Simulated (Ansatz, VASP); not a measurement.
## Al2SiF2: VASP beside Ansatz

```
Al Si F
1.0
     3.79365    0.00000    0.00000
     0.00000    3.79365    0.00000
     0.00000    0.00000    5.75893
Al Si F
2 1 2
Direct
  0.50000 0.50000 0.00000
  0.00000 0.00000 0.50000
  0.50000 0.50000 0.50000
  0.00000 0.00000 0.19912
  0.00000 0.00000 0.80088
```

Alike in both runs: functional PBE; k mesh 4 × 4 × 2; occupations gaussian, width 0.15 eV; no spin polarisation.

Ansatz relaxed the structure, and its values are those at the end. VASP's run is a single point on that final structure, the one shown.

|  | VASP | Ansatz |
| --- | --- | --- |
| version | VASP 6.6.1 | Ansatz 0.2.0 |
| potentials or method | VASP PAW PBE potentials, release 64 (Al, Si, F), cutoff 600 eV | scalar-relativistic, plane waves, PAW |
| valence electrons in the cell | 24 | 24 |

VASP gave:

- gap on the k mesh at the Fermi level (eV): none
- pressure (GPa): 0.0
- rms of the force components (eV/Å): 0.016

Problem. What did Ansatz give for the same quantities?

Solution. gap on the k mesh at the Fermi level (eV): none; pressure (GPa): 0.1; rms of the force components (eV/Å): 0.013.

A gap of «none» marks a metal or a gap that the smearing closes.

The k mesh is coarse, so the values compare programs but aren't converged.
